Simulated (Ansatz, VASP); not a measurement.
# Zn in VASP and in Ansatz

INCAR

```
ALGO = Normal ; EDIFF = 1E-7
ENCUT = 520 ; GGA = CA
ISIF = 2 ; ISMEAR = -1
LASPH = T ; LCHARG = F
LREAL = F ; LWAVE = F
NBANDS = 19 ; NELM = 80
PREC = Accurate ; SIGMA = 0.1
```

File KPOINTS:

```
k-points
0
Gamma
  11 11 11
```

The input POSCAR:

```
Zn
1.0
    0.0000000000      2.8111171108      2.8111171108
    2.8111171108      0.0000000000      2.8111171108
    2.8111171108      2.8111171108      0.0000000000
Zn
2
Direct
    0.1250000000      0.1250000000      0.1250000000
    0.8750000000      0.8750000000      0.8750000000
```

Input for Ansatz:

```yaml
crystal:
  lattice:
    - [0.0, 2.8111171108, 2.8111171108]
    - [2.8111171108, 0.0, 2.8111171108]
    - [2.8111171108, 2.8111171108, 0.0]
  atoms:
    - { symbol: Zn, position: [0.125, 0.125, 0.125] }
    - { symbol: Zn, position: [0.875, 0.875, 0.875] }
hamiltonian:
  xc: lda
  pseudopotentials:
    kind: paw
    azcp:
      Zn: "pseudopotentials/Zn.paw.azcp"
basis:
  ecutwfc: 420
  fft_grid_basis: typed
kpoints:
  mp_grid: { grid: [11, 11, 11], shift: [0, 0, 0] }
magnetization:
  spin_polarized: false
scf:
  occupations: { method: fermi_dirac, width: 0.1 }
  lower_state_search: "off"
output:
  stress: true
```

Alike in both runs: task single point; functional LDA; k mesh 11 × 11 × 11; occupations fermi-dirac, width 0.1 eV; no spin polarisation.

|  | VASP | Ansatz |
| --- | --- | --- |
| version | VASP 6.6.1 | Ansatz 0.2.0 |
| potentials or method | VASP PAW LDA potentials, release 64 (Zn), cutoff 520 eV | plane waves (420 eV) with PAW, scalar-relativistic |
| valence electrons in the cell | 24 | 24 |

VASP gave:

* pressure (GPa): -1.2

Problem. What did Ansatz give for the same quantities?

Solution. Pressure (GPa): -1.5.

Ansatz warns that its potentials were made for another functional, while VASP's fit it. LDA's correlation is that of Perdew and Zunger in VASP and of Perdew and Wang (1992) in Ansatz.
